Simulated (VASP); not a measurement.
# LiSi16 (a cell with a defect) in VASP: a series of runs, part 2 of 2

VASP 6.6.1. Earlier steps stand in the parts before.

### 4 Single point, PBE+D3(BJ)

File INCAR:

```
PREC = Accurate
ENCUT = 520
EDIFF = 1E-6
ISMEAR = 0
SIGMA = 0.05
LREAL = Auto
LASPH = True
NELM = 80
ALGO = Normal
ISIF = 2
LWAVE = False
LCHARG = False
GGA = PE
IVDW = 12
NBANDS = 48
NELECT = 66.0
```

File KPOINTS:

```
regular mesh
0
Gamma
  2 2 2
```

File POSCAR:

```
LiSi16
1.0
    0.0000000000      5.4300000000      5.4300000000
    5.4300000000      0.0000000000      5.4300000000
    5.4300000000      5.4300000000      0.0000000000
Si Li
16 1
Direct
   -0.0107668508      0.0035874770      0.0035149171
    0.1134635359      0.1277497238      0.1276563536
   -0.0087782689      0.0054880295      0.5015464088
    0.1134432781      0.1277427256      0.6309720074
   -0.0087890424      0.5016336096      0.0054205341
    0.1134534991      0.6310490792      0.1276523941
   -0.0087664825      0.5016513812      0.5015552486
    0.1212169429      0.6262598527      0.6261983425
    0.4873159300      0.0055221915      0.0054617864
    0.6167348066      0.1277532228      0.1276497238
    0.4873205341      0.0055573665      0.5015004604
    0.6120169429      0.1353773481      0.6262327808
    0.4873184162      0.5015977901      0.0054795580
    0.6120202578      0.6263016575      0.1353046041
    0.4892779926      0.5035722836      0.5034919890
    0.6120136280      0.6262998158      0.6262316759
    0.7397222836      0.7534259669      0.7534062615
```

Started as:

```sh
> cat potpaw_PBE.64/Si/POTCAR potpaw_PBE.64/Li_sv/POTCAR > POTCAR
> mpirun -np 1 vasp_std > vasp.out
```

It took 1.8 min on 1 thread of Intel Xeon 6975P-C (Granite Rapids), shared host; peak memory 0.47 GiB.

The run converged. Its results:

```
Free energy                : -98.9698 eV
Largest force              : 0.012 eV/Å
Dispersion energy per atom : -0.321 eV
```

Forces in eV/Å, atoms in the order of the input:
```
Si  -0.004  0.002  0.003
Si   0.003  0.002  0.001
Si   0.002  0.001  0.005
Si  -0.002 -0.003  0.003
Si   0.000  0.006  0.001
Si  -0.001  0.003 -0.003
Si  -0.005  0.000 -0.002
Si  -0.001 -0.001  0.000
Si  -0.003 -0.002  0.000
Si   0.005 -0.002 -0.003
Si   0.001  0.005 -0.003
Si   0.002 -0.006  0.000
Si   0.000 -0.003  0.004
Si   0.004  0.001 -0.006
Si  -0.005  0.008  0.007
Si   0.000 -0.003 -0.002
Li   0.003 -0.007 -0.005
```

Levels at points of the mesh, in eV from the Fermi level:
```
           k point  band 29  band 30  band 31  band 32  band 33  band 34  band 35  band 36  band 37  band 38
(0.00, 0.00, 0.00)    -1.48    -1.48    -0.35    -0.35    -0.35     0.29     0.29     0.29     0.36     0.36
(0.50, 0.00, 0.00)    -2.46    -1.17    -1.17    -1.08    -1.08     0.85     1.05     1.05     1.24     1.24
(0.00, 0.50, 0.00)    -2.46    -1.17    -1.17    -1.08    -1.08     0.85     1.05     1.05     1.24     1.24
(0.00, 0.00, 0.50)    -2.46    -1.17    -1.17    -1.08    -1.08     0.85     1.05     1.05     1.24     1.24
(0.50, 0.50, 0.50)    -2.46    -1.17    -1.17    -1.08    -1.08     0.85     1.05     1.05     1.24     1.24
(0.50, 0.50, 0.00)    -2.26    -1.71    -1.71    -1.66    -1.62     0.72     0.78     1.84     1.96     1.96
(0.00, 0.50, 0.50)    -2.26    -1.71    -1.71    -1.66    -1.62     0.72     0.78     1.84     1.96     1.96
(0.50, 0.00, 0.50)    -2.26    -1.71    -1.71    -1.66    -1.62     0.72     0.78     1.84     1.96     1.96
```

Caveat: the k points lie up to 0.50 Å⁻¹ apart; the cell carries a net charge on a neutralising background, which shifts energy and pressure; the cell is charged against a uniform background, so pressure and absolute levels hang on convention.

### 5 Single point, PBE+D3(BJ)

File INCAR:

```
SYSTEM = LiSi16
  ALGO = Normal
  EDIFF = 1E-7
  ENCUT = 520
  GGA = PE
  ISIF = 2
  ISMEAR = 0
  IVDW = 12
  LASPH = .TRUE.
  LCHARG = .TRUE.
  LELF = .TRUE.
  LREAL = Auto
  LVHAR = .TRUE.
  LWAVE = .FALSE.
  NBANDS = 48
  NELECT = 66.0
  NELM = 80
  PREC = Accurate
  SIGMA = 0.05
```

File KPOINTS:

```
k-points
0
G
  2 2 2
  0 0 0
```

File POSCAR:

```
LiSi16
1.0
    0.0000000000      5.4300000000      5.4300000000
    5.4300000000      0.0000000000      5.4300000000
    5.4300000000      5.4300000000      0.0000000000
Si Li
16 1
Direct
    0.0012576427     -0.0120607735      0.0055302026
    0.1262809392      0.1118757827      0.1359284530
    0.0041622468     -0.0120405157      0.5040661142
    0.1262666667      0.1118928177      0.6261664825
    0.0017122468      0.4909886740      0.0059453959
    0.1306882136      0.6141055249      0.1277316759
    0.0017147330      0.4910165746      0.5016165746
    0.1268993554      0.6198146409      0.6267895948
    0.5056356354     -0.0120006446      0.0055393186
    0.6274221915      0.1182656538      0.1273087477
    0.5056291897     -0.0120444751      0.5011400552
    0.6360240331      0.1118700737      0.6261859116
    0.5032379374      0.4908539595      0.0031163904
    0.6278397790      0.6141725599      0.1277443831
    0.5060545120      0.4909784530      0.5016136280
    0.6278311234      0.6141235727      0.6305666667
    0.2543701657      1.2373692449      0.7542668508
```

Started as:

```sh
> cat potpaw_PBE.64/Si/POTCAR potpaw_PBE.64/Li_sv/POTCAR > POTCAR
> mpirun -np 1 vasp_std > vasp.out
```

It took 3.1 min on 1 thread of Intel Xeon 6975P-C (Granite Rapids), shared host; peak memory 0.48 GiB.

It converged, with:

* Free energy: -98.9695 eV
* Largest force: 0.018 eV/Å
* Dispersion energy per atom: -0.321 eV

Forces on the atoms (eV/Å):
```
Si  -0.002  0.002  0.002
Si  -0.004  0.000  0.000
Si   0.004 -0.004  0.004
Si   0.000  0.004  0.001
Si  -0.002 -0.002  0.003
Si  -0.002  0.002 -0.002
Si   0.001  0.002  0.002
Si   0.007 -0.007  0.007
Si  -0.003 -0.002 -0.003
Si  -0.004  0.006 -0.004
Si   0.002  0.002 -0.003
Si  -0.001  0.000 -0.003
Si  -0.006  0.006 -0.006
Si  -0.003  0.001 -0.003
Si   0.003 -0.002 -0.002
Si  -0.002  0.003 -0.002
Li   0.010 -0.011  0.010
```

Levels at points of the mesh, in eV from the Fermi level:
| k point | band 31 | band 32 | band 33 | band 34 | band 35 | band 36 |
| --- | --- | --- | --- | --- | --- | --- |
| (0.00, 0.00, 0.00) | -0.36 | -0.35 | -0.35 | 0.29 | 0.29 | 0.29 |
| (0.50, 0.00, 0.00) | -1.17 | -1.08 | -1.08 | 0.84 | 1.05 | 1.05 |
| (0.00, 0.50, 0.00) | -1.17 | -1.08 | -1.08 | 0.85 | 1.04 | 1.04 |
| (0.00, 0.00, 0.50) | -1.17 | -1.08 | -1.08 | 0.84 | 1.05 | 1.05 |
| (0.50, 0.50, 0.50) | -1.17 | -1.08 | -1.08 | 0.84 | 1.05 | 1.05 |
| (0.50, 0.50, 0.00) | -1.71 | -1.67 | -1.63 | 0.72 | 0.78 | 1.84 |
| (0.00, 0.50, 0.50) | -1.71 | -1.67 | -1.63 | 0.72 | 0.78 | 1.84 |
| (0.50, 0.00, 0.50) | -1.71 | -1.67 | -1.63 | 0.72 | 0.78 | 1.84 |

Caveat: the k points lie up to 0.50 Å⁻¹ apart; the cell carries a net charge on a neutralising background, which shifts energy and pressure; the cell is charged against a uniform background, so pressure and absolute levels hang on convention.
